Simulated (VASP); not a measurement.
# TiCo3 (Pm-3m) in VASP: single point with PBEsol

Aim: the single point of TiCo3 with PBEsol.

Program: VASP 6.6.1. These are calculated values, not measurements. Logs are shortened: lines on timing, memory, paths and dates and some standing lists are left out, and cuts for length are marked.

### 1 The cell of the first run

It takes space group Pm-3m (No. 221, cubic). Conventional cell: a = 3.795 Å, b = 3.795 Å, c = 3.795 Å, α = 90.00°, β = 90.00°, γ = 90.00°. Within 3.5 Å of Ti (site symmetry m-3m) lie 12 Co at 2.68 Å. Co (site symmetry 4/mmm) has 4 Ti at 2.68 Å and 8 Co at 2.68 Å within 3.5 Å.

### 2 Single point, PBEsol, collinear spin, ferromagnetic start (13.66 Å³/atom)

Input file INCAR:

```
PREC = Accurate ; ENCUT = 520
EDIFF = 1E-6 ; ISMEAR = -1
SIGMA = 0.05 ; LREAL = False
LASPH = True ; NELM = 150
ALGO = Normal ; ISIF = 2
LWAVE = False ; LCHARG = True
ISPIN = 2 ; MAGMOM = 0 2 2 2
LORBIT = 11 ; LMAXMIX = 4
GGA = PS ; LELF = True
LVHAR = True ; NBANDS = 32
```

Input file KPOINTS:

```
Automatic mesh
0
Gamma
  10 10 10
```

Input file POSCAR:

```
TiCo3
1.0
    3.7947537506      0.0000000000      0.0000000000
    0.0000000000      3.7947537506      0.0000000000
    0.0000000000      0.0000000000      3.7947537506
Ti Co
1 3
Direct
    0.0000000000      0.0000000000      0.0000000000
    0.0000000000      0.5000000000      0.5000000000
    0.5000000000      0.0000000000      0.5000000000
    0.5000000000      0.5000000000      0.0000000000
```

Potentials or basis: VASP PAW PBE potentials, release 64 (Ti_sv, Co).

Run with:

```bash
cat potpaw_PBE.64/Ti_sv/POTCAR potpaw_PBE.64/Co/POTCAR > POTCAR
mpirun -np 1 vasp_std > vasp.out
```

OUTCAR:

```text
PREC = Accurate
   ENCUT = 520
   EDIFF = 1E-6
   ISMEAR = -1
   LREAL = False
   LASPH = True
   NELM = 150
   ISIF = 2
   ISPIN = 2
   LORBIT = 11
   GGA = PS

 ion  position               nearest neighbor table
   1  0.000  0.000  0.000-   2 2.68   3 2.68   4 2.68   2 2.68   3 2.68   2 2.68   4 2.68   2 2.68
                             3 2.68   4 2.68   3 2.68   4 2.68
   2  0.000  0.500  0.500-   1 2.68   3 2.68   4 2.68   1 2.68   4 2.68   1 2.68   3 2.68   1 2.68
                             3 2.68   4 2.68   4 2.68   3 2.68
   3  0.500  0.000  0.500-   1 2.68   2 2.68   4 2.68   1 2.68   4 2.68   2 2.68   4 2.68   4 2.68
                             1 2.68   2 2.68   1 2.68   2 2.68
   4  0.500  0.500  0.000-   1 2.68   2 2.68   3 2.68   2 2.68   3 2.68   1 2.68   3 2.68   3 2.68
                             1 2.68   2 2.68   2 2.68   1 2.68

  LATTYP: Found a simple cubic cell.
 ALAT       =     3.7947537506

  Lattice vectors:

 A1 = (   3.7947537506,   0.0000000000,   0.0000000000)
 A2 = (   0.0000000000,   3.7947537506,   0.0000000000)
 A3 = (   0.0000000000,   0.0000000000,   3.7947537506)

Analysis of symmetry for initial positions (statically):
=====================================================================
 Subroutine PRICEL returns:
 Original cell was already a primitive cell.

 Routine SETGRP: Setting up the symmetry group for a
 simple cubic supercell.

 Subroutine GETGRP returns: Found 48 space group operations
 (whereof 48 operations were pure point group operations)
 out of a pool of 48 trial point group operations.

The static configuration has the point symmetry O_h .

Analysis of symmetry for dynamics (positions and initial velocities):
=====================================================================
 Subroutine PRICEL returns:
 Original cell was already a primitive cell.

 Routine SETGRP: Setting up the symmetry group for a
 simple cubic supercell.

 Subroutine GETGRP returns: Found 48 space group operations
 (whereof 48 operations were pure point group operations)
 out of a pool of 48 trial point group operations.

The dynamic configuration has the point symmetry O_h .

Analysis of structural, dynamic, and magnetic symmetry:
=====================================================================
 Subroutine PRICEL returns:
 Original cell was already a primitive cell.

 Routine SETGRP: Setting up the symmetry group for a
 simple cubic supercell.

 Subroutine GETGRP returns: Found 48 space group operations
 (whereof 48 operations were pure point group operations)
 out of a pool of 48 trial point group operations.

The overall configuration has the point symmetry O_h .

 Subroutine INISYM returns: Found 48 space group operations
 (whereof 48 operations are pure point group operations),
 and found     1 'primitive' translations

----------------------------------------------------------------------------------------

                                     Primitive cell

  volume of cell :      54.6450

  direct lattice vectors                    reciprocal lattice vectors
     3.794753751  0.000000000  0.000000000     0.263521711  0.000000000  0.000000000
     0.000000000  3.794753751  0.000000000     0.000000000  0.263521711  0.000000000
     0.000000000  0.000000000  3.794753751     0.000000000  0.000000000  0.263521711

  length of vectors
     3.794753751  3.794753751  3.794753751     0.263521711  0.263521711  0.263521711

  position of ions in fractional coordinates (direct lattice)
     0.000000000  0.000000000  0.000000000
     0.000000000  0.500000000  0.500000000
     0.500000000  0.000000000  0.500000000
     0.500000000  0.500000000  0.000000000

  ion indices of the primitive-cell ions
   primitive index   ion index
                 1           1
                 2           2
                 3           3
                 4           4

----------------------------------------------------------------------------------------

 KPOINTS: Automatic mesh

Automatic generation of k-mesh.
 Grid dimensions read from file:
 generate k-points for:   10   10   10

 Generating k-lattice:

  Cartesian coordinates                     Fractional coordinates (reciprocal lattice)
     0.026352171  0.000000000  0.000000000     0.100000000  0.000000000  0.000000000
     0.000000000  0.026352171  0.000000000     0.000000000  0.100000000  0.000000000
     0.000000000  0.000000000  0.026352171     0.000000000  0.000000000  0.100000000

  Length of vectors
     0.026352171  0.026352171  0.026352171

  Shift w.r.t. Gamma in fractional coordinates (k-lattice)
     0.000000000  0.000000000  0.000000000

 Subroutine IBZKPT returns following result:
 ===========================================

 Found     56 irreducible k-points:

 Following reciprocal coordinates:
            Coordinates               Weight
  0.000000  0.000000  0.000000      1.000000
  0.100000  0.000000  0.000000      6.000000
  0.200000  0.000000  0.000000      6.000000
  0.300000  0.000000  0.000000      6.000000
  0.400000  0.000000  0.000000      6.000000
  0.500000  0.000000  0.000000      3.000000
[... 16 lines left out ...]
  0.200000  0.100000  0.100000     24.000000
  0.300000  0.100000  0.100000     24.000000
 [... further k-points ...]
   k-points           NKPTS =     56   k-points in BZ     NKDIM =     56   number of bands    NBANDS=     32
   number of dos      NEDOS =    301   number of ions     NIONS =      4
   total plane-waves  NPLWV =  21952
   dimension x,y,z NGX =    28 NGY =   28 NGZ =   28
   dimension x,y,z NGXF=    56 NGYF=   56 NGZF=   56
   ions per type =               1   3
   NGX,Y,Z   is equivalent  to a cutoff of  12.27, 12.27, 12.27 a.u.
   NGXF,Y,Z  is equivalent  to a cutoff of  24.53, 24.53, 24.53 a.u.
 SYSTEM =  unknown system
   PREC   = accura    normal or accurate (medium, high low for compatibility)
   ISTART =      0    job   : 0-new  1-cont  2-samecut
   ICHARG =      2    charge: 1-file 2-atom 10-const
   ISPIN  =      2    spin polarized calculation?
   LNONCOLLINEAR =      F non collinear calculations
   LSORBIT =      F    spin-orbit coupling
   LASPH  =      T    aspherical Exc in radial PAW
   ENCUT  =  520.0 eV  38.22 Ry    6.18 a.u.   7.06  7.06  7.06*2*pi/ulx,y,z
   NELM   =    150;   NELMIN=  2; NELMDL= -5     # of ELM steps
   EDIFF  = 0.1E-05   stopping-criterion for ELM
   LREAL  =      F    real-space projection
   EDIFFG = 0.1E-04   stopping-criterion for IOM
   NSW    =      0    number of steps for IOM
   IBRION =     -1    ionic relax: 0-MD 1-quasi-New 2-CG
   NFREE  =      0    steps in history (QN), initial steepest desc. (CG)
   ISIF   =      2    stress and relaxation
   ISYM   =      2    0-nonsym 1-usesym 2-fastsym
   POTIM  = 0.5000    time-step for ionic-motion
   TEBEG  =    0.0;   TEEND  =   0.0 temperature during run
   PSTRESS=    0.0 pullay stress
   NELECT =      39.0000    total number of electrons
   NUPDOWN=      -1.0000    fix difference up-down
   EMIN   =  10.00;   EMAX   =-10.00  energy-range for DOS
   EFERMI =   0.00;   METHOD = LEGACY
   ISMEAR =    -1;   SIGMA  =   0.05  broadening in eV -4-tet -1-fermi 0-gaus
   EFERMI_NEDOS =   21; number of points for ismear=-14 and -15
   IALGO  =     38    algorithm
   IMIX   =      4    mixing-type and parameters
     AMIX     =   0.40;   BMIX     =  1.00
     AMIX_MAG =   1.60;   BMIX_MAG =  1.00
  volume/ion in A,a.u.               =      13.66        92.19
  Fermi-wavevector in a.u.,A,eV,Ry     =   1.463006  2.764680 29.121726  2.140386
  Thomas-Fermi vector in A             =   2.579152
   LORBIT       =     11    0 simple, 1 ext, 2 COOP (PROOUT), +10 PAW based schemes
   GGA     = PS    functional components
   LHFCALC =     F    Hartree Fock is set to
   AEXX    =    0.0000 exact exchange contribution
   IVDW    =     0    specifies the selected vdW correction
   LEPSILON=     F    determine dielectric tensor
   LRPA    =     F    only Hartree local field effects (RPA)
 spin polarized calculation
  energy-cutoff  :      520.00
  volume of cell :       54.65
 maximum number of plane-waves:      1492
   NGX = 15   NGY = 15   NGZ = 15

 number of electron      39.0000003 magnetization       2.7328413

 Free energy of the ion-electron system (eV)
  ---------------------------------------------------
  ext. energy  EPLUGINS =         0.00000000
  ---------------------------------------------------
  free energy    TOTEN  =       -31.66281654 eV

  energy without entropy =      -31.62137005  energy(sigma->0) =      -31.64209329

 E-fermi :   8.0854     XC(G=0): -12.4333

 val. band max:        8.0817486001   @ k =   0.4000   0.1000   0.0000
 cond. band min:       8.0899546536   @ k =   0.3000   0.2000   0.2000
 fundamental gap:      0.0082060535
 Fermi energy:         8.0853589560

 spin component 1

 k-point     1 :       0.0000    0.0000    0.0000
  band No.  band energies     occupation
      1     -48.4056      1.00000
      2     -24.7197      1.00000
      3     -24.7197      1.00000
      4     -24.7197      1.00000
      5       0.7100      1.00000
      6       4.2101      1.00000
[... 805 lines left out ...]
     30      17.1792      0.00000
     31      18.1669      0.00000

 [... further k-points ...]

 spin component 2

 k-point     1 :       0.0000    0.0000    0.0000
  band No.  band energies     occupation
      1     -48.9388      1.00000
      2     -25.2593      1.00000
      3     -25.2593      1.00000
      4     -25.2593      1.00000
      5       0.6117      1.00000
      6       4.7046      1.00000
[... 805 lines left out ...]
     30      17.2780      0.00000
     31      18.3061      0.00000

 [... further k-points ...]

 [bands above 31 left out]

------------------------ aborting loop because EDIFF is reached ----------------------------------------

  FORCE on cell =-STRESS in cart. coord.  units (eV):
  Direction    XX          YY          ZZ          XY          YZ          ZX
  --------------------------------------------------------------------------------------
  -------------------------------------------------------------------------------------
  Total       -9.5993826     -9.5993826     -9.5993826      0.0000000      0.0000000      0.0000000
  in kB     -281.4511877   -281.4511877   -281.4511877      0.0000000      0.0000000      0.0000000
  external PRESSURE =    -281.4511877 kB  Pullay stress =       0.0000000 kB

 VOLUME and BASIS-vectors are now :
 -----------------------------------------------------------------------------
  energy-cutoff  :      520.00
  volume of cell :       54.65
      direct lattice vectors                 reciprocal lattice vectors
     3.794753751  0.000000000  0.000000000     0.263521711  0.000000000  0.000000000
     0.000000000  3.794753751  0.000000000     0.000000000  0.263521711  0.000000000
     0.000000000  0.000000000  3.794753751     0.000000000  0.000000000  0.263521711

 POSITION                                       TOTAL-FORCE (eV/Angst)
 -----------------------------------------------------------------------------------
      0.00000      0.00000      0.00000         0.000000      0.000000      0.000000
      0.00000      1.89738      1.89738         0.000000      0.000000      0.000000
      1.89738      0.00000      1.89738         0.000000      0.000000      0.000000
      1.89738      1.89738      0.00000         0.000000      0.000000      0.000000
 -----------------------------------------------------------------------------------
    total drift:                                0.000000      0.000000      0.000000

  FREE ENERGIE OF THE ION-ELECTRON SYSTEM (eV)
  ---------------------------------------------------
  free  energy   TOTEN  =       -31.6628165390 eV

  energy  without entropy=      -31.6213700469  energy(sigma->0) =      -31.64209329

 total charge

# of ion       s       p       d       tot
------------------------------------------
    1        2.231   6.139   1.803  10.172
    2        0.443   0.393   7.222   8.058
    3        0.443   0.393   7.222   8.058
    4        0.443   0.393   7.222   8.058
--------------------------------------------------
tot          3.561   7.317  23.467  34.345

 magnetization (x)

# of ion       s       p       d       tot
------------------------------------------
    1       -0.013  -0.034  -0.548  -0.595
    2       -0.006  -0.033   1.236   1.198
    3       -0.006  -0.033   1.236   1.198
    4       -0.006  -0.033   1.236   1.198
--------------------------------------------------
tot         -0.030  -0.132   3.160   2.998
```

It took 4.4 min on 1 thread of AMD EPYC 7R13, shared host; peak memory 0.25 GiB.

Results:

* Free energy: -31.6628 eV
* Pressure: -28.1 GPa
* Net moment: 2.73 μB per cell
* Site moments: Ti -0.59; Co +1.20 μB
* Valence electrons inside the program's atomic spheres: Ti 10.17; Co 8.06

Levels at points of the mesh, in eV from the Fermi level:
Spin up:
```tsv
k point	band 18	band 19	band 20	band 21	band 22	band 23	band 24	band 25
(0.00, 0.00, 0.00)	-0.39	-0.39	-0.39	1.67	1.67	2.66	2.66	2.66
(0.50, 0.00, 0.00)	-1.23	-1.23	-0.95	-0.39	0.90	0.90	1.25	2.06
(0.50, 0.50, 0.00)	-1.57	-1.19	-1.14	-1.03	0.90	0.90	1.32	1.32
(0.50, 0.50, 0.50)	-0.58	-0.58	-0.09	0.47	0.47	0.47	1.24	1.24
```
Spin down:
```csv
k point,band 16,band 17,band 18,band 19,band 20,band 21
"(0.00, 0.00, 0.00)",0.35,0.82,0.92,0.92,0.92,2.01
"(0.50, 0.00, 0.00)",-0.23,-0.16,-0.16,0.02,0.50,0.82
"(0.50, 0.50, 0.00)",-1.04,-0.25,-0.22,-0.22,-0.06,0.10
"(0.50, 0.50, 0.50)",-0.62,-0.06,0.26,0.26,0.26,0.79
```

Caveat: the cell stands under tension; the PAW data sets were made with another functional, which shifts forces and pressure a little.
